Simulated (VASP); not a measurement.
# B: single point with PBE

The system is B.

```xyz
3
Lattice="2.5252 0.0000 0.0000 -1.2626 2.1869 0.0000 0.0000 0.0000 3.8316" Properties=species:S:1:pos:R:3 pbc="T T T"
B    -0.6313    1.0935    1.2772
B     0.6313    1.0935    2.5544
B     1.2626    0.0000    0.0000
```

| Item | Value |
| --- | --- |
| Program | VASP 6.6.1 |
| Task | single point |
| Functional | PBE |
| Potentials or basis | VASP PAW PBE potentials, release 64 (B) |
| Cutoff | 500 eV |
| k mesh | 6 × 6 × 6 |
| Occupations | gaussian, width 0.1 eV |
| Spin | no spin polarisation |
| Dipole correction | no |
| Further INCAR settings | ALGO = Normal; EDIFF = 1e-06; NBANDS = 12 |

The pressure is 0.0 GPa.

Stress tensor (GPa, compression positive):
```
 0.13  0.00  0.00
 0.00  0.13  0.00
 0.00  0.00 -0.11
```

Levels at points of the mesh, in eV from the Fermi level:
```tsv
k point	band 2	band 3	band 4	band 5	band 6	band 7
(0.00, 0.00, 0.00)	-7.88	-7.88	2.70	5.48	5.48	11.75
(0.50, 0.00, 0.00)	-9.28	-4.06	-3.12	-0.47	0.89	2.53
(0.00, 0.00, 0.50)	-13.77	-1.60	4.50	4.50	5.21	8.26
(0.50, 0.00, 0.50)	-7.79	-7.27	-6.64	1.45	1.61	6.60
```

Run time: 4.1 s on 1 thread of Intel(R) Xeon(R) Platinum 8375C CPU @ 2.90GHz (Ice Lake), on a shared host, peak memory 0.12 GiB.

Caveat: the k points lie up to 0.48 Å⁻¹ apart.
